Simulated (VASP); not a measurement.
# CaPd2S2 in VASP: single point with r2SCAN+U

Aim: the single point of CaPd2S2 with r2SCAN+U.

Everything below comes from runs of VASP 6.6.1. Logs are shortened: lines on timing, memory, paths and dates and some standing lists are left out, and cuts for length are marked.

**1. The cell of the first run**

The typed cell holds 5 atoms: a = 4.005 Å, b = 4.005 Å, c = 6.631 Å, α = 90.00°, β = 90.00°, γ = 60.00°.

**2. Single point, r2SCAN+U**

Contents of POSCAR:

```
CaPd2S2
1.0
    2.0025894500      3.4685868900      0.0000000000
   -2.0025894500      3.4685868900      0.0000000000
    0.0000000000      0.0000000000      6.6309095300
Pd Ca S
2 1 2
Direct
    0.3333000000      0.3334000000      0.3764900000
    0.6667000000      0.6666000000      0.6235100000
    0.0000000000      0.0000000000      0.0000000000
    0.3333000000      0.3334000000      0.7463000000
    0.6667000000      0.6666000000      0.2537000000
```

Contents of INCAR.step1:

```
ALGO     = Normal         # electronic algorithm
EDIFF    = 1E-4           # SCF threshold, eV
ENCUT    = 520            # plane-wave cutoff, eV
GGA      = PE             # functional
ISMEAR   = 0              # smearing method
LASPH    = True           # aspherical terms in the spheres
LCHARG   = False          # write CHGCAR
LDAU     = True           # DFT+U
LDAUJ    = 0 0 0        
LDAUL    = 2 -1 -1        # shell
LDAUTYPE = 2            
LDAUU    = 3.38 0 0       # U, eV
LMAXMIX  = 4              # l up to which the mixer works
LREAL    = False          # projectors in reciprocal space
LWAVE    = True           # write WAVECAR
NBANDS   = 29             # bands
NELM     = 150            # most SCF steps
PREC     = Accurate       # precision mode
SIGMA    = 0.0766         # smearing width, eV
```

Contents of INCAR.step2:

```
ALGO     = Normal         # electronic algorithm
EDIFF    = 1E-7           # SCF threshold, eV
ENCUT    = 520            # plane-wave cutoff, eV
ISIF     = 2              # what is computed and relaxed
ISMEAR   = 0              # smearing method
ISTART   = 1            
LASPH    = True           # aspherical terms in the spheres
LCHARG   = False          # write CHGCAR
LDAU     = True           # DFT+U
LDAUJ    = 0 0 0        
LDAUL    = 2 -1 -1        # shell
LDAUPRINT= 1            
LDAUTYPE = 2            
LDAUU    = 3.38 0 0       # U, eV
LMAXMIX  = 4              # l up to which the mixer works
LMIXTAU  = True         
LREAL    = False          # projectors in reciprocal space
LWAVE    = False          # write WAVECAR
METAGGA  = R2SCAN         # meta-GGA
NBANDS   = 29             # bands
NELM     = 150            # most SCF steps
PREC     = Accurate       # precision mode
SIGMA    = 0.0766         # smearing width, eV
```

Contents of KPOINTS:

```
k-points
0
Gamma
  5 5 3
```

Potentials or basis: VASP PAW PBE potentials, release 64 (Pd, Ca_sv, S).

On the command line:

```console
$ cat potpaw_PBE.64/Pd/POTCAR potpaw_PBE.64/Ca_sv/POTCAR potpaw_PBE.64/S/POTCAR > POTCAR
$ cp INCAR.step1 INCAR
$ mpirun -np 1 vasp_std > vasp.out
$ cp INCAR.step2 INCAR
$ mpirun -np 1 vasp_std > vasp.out
```

OUTCAR:

```text
EDIFF = 1E-7
   ENCUT = 520
   ISIF = 2
   ISMEAR = 0
   ISTART = 1
   LASPH = True
   LREAL = False
   METAGGA = R2SCAN
   NELM = 150
   PREC = Accurate

 ion  position               nearest neighbor table
   1  0.333  0.333  0.376-   5 2.45   5 2.45   5 2.45   4 2.45   2 2.83   2 2.83   2 2.83
   2  0.667  0.667  0.624-   4 2.45   4 2.45   4 2.45   5 2.45   1 2.83   1 2.83   1 2.83
   3  0.000  0.000  0.000-   5 2.86   4 2.86   5 2.86   4 2.86   4 2.86   5 2.86
   4  0.333  0.333  0.746-   2 2.45   2 2.45   2 2.45   1 2.45   3 2.86   3 2.86   3 2.86
   5  0.667  0.667  0.254-   1 2.45   1 2.45   1 2.45   2 2.45   3 2.86   3 2.86   3 2.86

  LATTYP: Found a hexagonal cell.
 ALAT       =     4.0051790870
 C/A-ratio  =     1.6555837794

  Lattice vectors:

 A1 = (   2.0025894500,  -3.4685868900,   0.0000000000)
 A2 = (   2.0025894500,   3.4685868900,   0.0000000000)
 A3 = (   0.0000000000,   0.0000000000,   6.6309095300)

Analysis of symmetry for initial positions (statically):
=====================================================================
 Subroutine PRICEL returns:
 Original cell was already a primitive cell.

 Routine SETGRP: Setting up the symmetry group for a
 hexagonal supercell.

 Subroutine GETGRP returns: Found  4 space group operations
 (whereof  4 operations were pure point group operations)
 out of a pool of 24 trial point group operations.

The static configuration has the point symmetry C_2h.

Analysis of symmetry for dynamics (positions and initial velocities):
=====================================================================
 Subroutine PRICEL returns:
 Original cell was already a primitive cell.

 Routine SETGRP: Setting up the symmetry group for a
 hexagonal supercell.

 Subroutine GETGRP returns: Found  4 space group operations
 (whereof  4 operations were pure point group operations)
 out of a pool of 24 trial point group operations.

The dynamic configuration has the point symmetry C_2h.

 Subroutine INISYM returns: Found  4 space group operations
[... 188 lines left out ...]
 -0.0000 -0.0118 -0.0000 -0.0000  0.9259

spin component  2

  0.9259 -0.0000  0.0000 -0.0117 -0.0000
 -0.0000  0.8759 -0.0000 -0.0001 -0.0118
  0.0000 -0.0000  0.8891  0.0000 -0.0000
 -0.0117 -0.0001  0.0000  0.8760 -0.0000
 -0.0000 -0.0118 -0.0000 -0.0000  0.9259

 occupancies and eigenvectors

  o =  0.8731  v = -0.1092 -0.8451  0.0000 -0.4880 -0.1891  0.0000  0.0000  0.0000  0.0000  0.0000      0.0000  0.0000  0.0000  0.0000  0.0000  0.0000  0.0000  0.0000  0.0000  0.0000
  o =  0.8731  v =  0.0000  0.0000  0.0000  0.0000  0.0000 -0.1092 -0.8451  0.0000 -0.4880 -0.1891      0.0000  0.0000  0.0000  0.0000  0.0000  0.0000  0.0000  0.0000  0.0000  0.0000
  o =  0.8735  v = -0.1885  0.4881  0.0021 -0.8452  0.1089  0.0000  0.0000  0.0000  0.0000  0.0000      0.0000  0.0000  0.0000  0.0000  0.0000  0.0000  0.0000  0.0000  0.0000  0.0000
  o =  0.8735  v =  0.0000  0.0000  0.0000  0.0000  0.0000 -0.1885  0.4881  0.0021 -0.8452  0.1089      0.0000  0.0000  0.0000  0.0000  0.0000  0.0000  0.0000  0.0000  0.0000  0.0000
  o =  0.8891  v =  0.0003 -0.0010  1.0000  0.0018 -0.0002  0.0000  0.0000  0.0000  0.0000  0.0000      0.0000  0.0000  0.0000  0.0000  0.0000  0.0000  0.0000  0.0000  0.0000  0.0000
  o =  0.8891  v =  0.0000  0.0000  0.0000  0.0000  0.0000  0.0003 -0.0010  1.0000  0.0018 -0.0002      0.0000  0.0000  0.0000  0.0000  0.0000  0.0000  0.0000  0.0000  0.0000  0.0000
  o =  0.9286  v =  0.0000  0.0000  0.0000  0.0000  0.0000 -0.8453 -0.1088 -0.0002  0.1885  0.4879      0.0000  0.0000  0.0000  0.0000  0.0000  0.0000  0.0000  0.0000  0.0000  0.0000
  o =  0.9286  v = -0.8453 -0.1088 -0.0002  0.1885  0.4879  0.0000  0.0000  0.0000  0.0000  0.0000      0.0000  0.0000  0.0000  0.0000  0.0000  0.0000  0.0000  0.0000  0.0000  0.0000
  o =  0.9286  v =  0.4879 -0.1891  0.0000 -0.1092  0.8452  0.0000  0.0000  0.0000  0.0000  0.0000      0.0000  0.0000  0.0000  0.0000  0.0000  0.0000  0.0000  0.0000  0.0000  0.0000
  o =  0.9286  v =  0.0000  0.0000  0.0000  0.0000  0.0000  0.4879 -0.1891  0.0000 -0.1092  0.8452      0.0000  0.0000  0.0000  0.0000  0.0000  0.0000  0.0000  0.0000  0.0000  0.0000

 number of electron      42.0000013 magnetization

 Free energy of the ion-electron system (eV)
  ---------------------------------------------------
  ext. energy  EPLUGINS =         0.00000000
  ---------------------------------------------------
  free energy    TOTEN  =       -69.93288373 eV

  energy without entropy =      -69.90955549  energy(sigma->0) =      -69.92121961

 E-fermi :   6.3237     XC(G=0): -11.3901

 val. band max:        6.3140278188   @ k =  -0.2000   0.4000   0.3333
 cond. band min:       6.3470180928   @ k =   0.4000   0.2000   0.3333
 fundamental gap:      0.0329902740
 Fermi energy:         6.3236921260

 k-point     1 :       0.0000    0.0000    0.0000
  band No.  band energies     occupation
      1     -35.9195      2.00000
      2     -16.1446      2.00000
      3     -16.0405      2.00000
      4     -16.0404      2.00000
      5      -8.1712      2.00000
      6      -7.5696      2.00000
[... 757 lines left out ...]
     28      12.2741      0.00000
     29      12.8718      0.00000

------------------------ aborting loop because EDIFF is reached ----------------------------------------

  FORCE on cell =-STRESS in cart. coord.  units (eV):
  Direction    XX          YY          ZZ          XY          YZ          ZX
  --------------------------------------------------------------------------------------
  -------------------------------------------------------------------------------------
  Total       -0.5364528     -0.5362392     -0.9489786      0.0001850      0.0006025     -0.0010435
  in kB       -9.3302756     -9.3265616    -16.5051467      0.0032174      0.0104787     -0.0181488
  external PRESSURE =     -11.7206613 kB  Pullay stress =       0.0000000 kB

 VOLUME and BASIS-vectors are now :
 -----------------------------------------------------------------------------
  energy-cutoff  :      520.00
  volume of cell :       92.12
      direct lattice vectors                 reciprocal lattice vectors
     2.002589450  3.468586890  0.000000000     0.249676737  0.144150923  0.000000000
    -2.002589450  3.468586890  0.000000000    -0.249676737  0.144150923  0.000000000
     0.000000000  0.000000000  6.630909530     0.000000000  0.000000000  0.150808874

 POSITION                                       TOTAL-FORCE (eV/Angst)
 -----------------------------------------------------------------------------------
     -0.00020      2.31251      2.49647        -0.000508      0.000293     -0.121454
      0.00020      4.62467      4.13444         0.000508     -0.000293      0.121454
      0.00000      0.00000      0.00000         0.000000     -0.000000      0.000000
     -0.00020      2.31251      4.94865        -0.000347      0.000200      0.206529
      0.00020      4.62467      1.68226         0.000347     -0.000200     -0.206529
 -----------------------------------------------------------------------------------
    total drift:                               -0.000000      0.000000      0.000000

  FREE ENERGIE OF THE ION-ELECTRON SYSTEM (eV)
  ---------------------------------------------------
  free  energy   TOTEN  =       -69.9328837340 eV

  energy  without entropy=      -69.9095554908  energy(sigma->0) =      -69.92121961
```

Run time: 4.3 min. Hardware: 1 thread of Intel Xeon Platinum 8259CL at 2.50GHz (Skylake/Cascade Lake), shared host; peak memory 0.24 GiB.

Results:

```yaml
Free_energy: -69.9329 eV
Pressure: -1.2 GPa
Largest_force: 0.207 eV/Å
Band_gap_on_the_k_mesh: zero (bands 21 and 22 overlap by 0.57 eV)
```

Forces in eV/Å, atoms in the order of the input:
```
Pd  -0.001  0.000 -0.121
Pd   0.001  0.000  0.121
Ca   0.000  0.000  0.000
S    0.000  0.000  0.207
S    0.000  0.000 -0.207
```

Levels at points of the mesh, in eV from the Fermi level:
```tsv
k point	band 17	band 18	band 19	band 20	band 21	band 22	band 23	band 24	band 25	band 26
(0.00, 0.00, 0.00)	-2.22	-0.07	-0.07	0.52	0.55	0.55	1.74	3.47	3.75	3.99
```

Eigenvalues of the final occupation matrices:
| site | spin | trace | eigenvalues |
| --- | --- | --- | --- |
| site 1 d | 1 | 4.49 | 0.87 0.87 0.89 0.93 0.93 |
| site 1 d | 2 | 4.49 | 0.87 0.87 0.89 0.93 0.93 |
| site 2 d | 1 | 4.49 | 0.87 0.87 0.89 0.93 0.93 |
| site 2 d | 2 | 4.49 | 0.87 0.87 0.89 0.93 0.93 |

Caveat: the k points lie up to 0.36 Å⁻¹ apart, too coarse for converged energies and pressures of a metal; the PAW data sets were made with another functional, which shifts forces and pressure a little; U without spin polarisation on a metal has little footing.
